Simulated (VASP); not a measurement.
Rb:

```
Rb
1.0
     4.97978    0.00000    0.00000
    -2.48989    4.31261    0.00000
     0.00000    0.00000    8.13364
Rb
2
Direct
  0.33333 0.66667 0.75000
  0.66667 0.33333 0.25000
```

* Program: VASP 6.6.1
* Task: relaxation of cell and atoms
* Functional: PBE
* Potentials or basis: VASP PAW PBE potentials, release 64 (Rb_sv)
* Cutoff: 600 eV
* k mesh: 6 × 6 × 4
* Occupations: gaussian, width 0.05 eV
* Spin: no spin polarisation

At the start: pressure 0.1 GPa; volume 87.34 Å³/atom.

Question: Where does the relaxation end?

Answer: Over 3 steps the energy falls by 2.8 meV/atom and the volume is 91.36 Å³/atom (+4.6 %); space group P6_3/mmc (No. 194, to 0.05 Å).

Step by step:
```csv
step,energy change (eV),largest force (eV/Å),pressure (GPa),volume (Å³)
1,0.0000,0.0000,0.14,174.68
2,-0.0023,0.0000,0.10,176.67
3,-0.0056,0.0000,0.00,182.71
```

Final structure:
```
Rb
1.0
     5.09054    0.00000    0.00000
    -2.54527    4.40854    0.00000
     0.00000    0.00000    8.14166
Rb
2
Direct
  0.33333 0.66667 0.75000
  0.66667 0.33333 0.25000
```
